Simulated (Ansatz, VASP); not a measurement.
## Si4C in VASP and in Ansatz

```
Si C
1.0
     2.78008    0.00000    0.00000
    -1.39004    2.40762    0.00000
     0.00000    0.00000   21.99141
Si C
8 2
Direct
  0.33333 0.66667 0.85000
  0.33333 0.66667 0.05000
  0.33333 0.66667 0.25000
  0.33333 0.66667 0.45000
  0.66667 0.33333 0.75000
  0.66667 0.33333 0.95000
  0.66667 0.33333 0.15000
  0.66667 0.33333 0.55000
  0.33333 0.66667 0.65000
  0.66667 0.33333 0.35000
```

Alike in both runs: task single point; functional PBE; k mesh 6 × 6 × 1; occupations gaussian, width 0.1 eV; no spin polarisation.

|  | VASP | Ansatz |
| --- | --- | --- |
| version | VASP 6.6.1 | Ansatz 0.2.0 |
| potentials or method | VASP PAW PBE potentials, release 64 (Si, C), cutoff 520 eV | scalar-relativistic, plane waves, PAW |
| valence electrons in the cell | 40 | 40 |

```tsv
	VASP	Ansatz	Ansatz less VASP
gap on the k mesh at the Fermi level (eV)	none	none	-
pressure (GPa)	-10.3	-10.3	+0.01
traceless stress, the component that is largest in VASP (GPa)	-9.31	-9.32	-0.010
rms of the force components (eV/Å)	0.579	0.580	+0.0013
```

Atom by atom the forces differ by 0.001 eV/Å (rms over components). A gap of «none» marks a metal or a gap that the smearing closes.

The k mesh is coarse, so the values compare programs but aren't converged.
